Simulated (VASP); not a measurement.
C, 2 atoms in the cell. The typed cell holds 2 atoms: a = 2.573 Å, b = 2.573 Å, c = 2.573 Å, α = 60.00°, β = 60.00°, γ = 60.00°. 

* Program: VASP 6.6.1
* Task: relaxation of cell and atoms
* Functional: PBE
* Potentials or basis: VASP PAW PBE potentials, release 64 (C)
* Cutoff: 600 eV
* k mesh: 4 × 4 × 4
* Occupations: gaussian, width 0.01 eV
* Spin: no spin polarisation
* Dipole correction: no
* Further INCAR settings: ALGO = Normal; EDIFF = 1e-07; IBRION = 2; EDIFFG = -0.01; NSW = 80; ISIF = 3

Potentials or basis: VASP PAW PBE potentials, release 64 (C).

Run with:

```sh
$ cat potpaw_PBE.64/C/POTCAR > POTCAR
$ mpirun -np 1 vasp_std > vasp.out
```

Hardware: 1 thread of Intel Xeon 8259CL, on a shared host.

Problem. Estimate the wall time of this run.

Solution. It took 32 s on 1 thread of Intel Xeon 8259CL (shared host), peak memory 0.13 GiB. Counts: scf iterations 52, k points 36, ion steps 8.
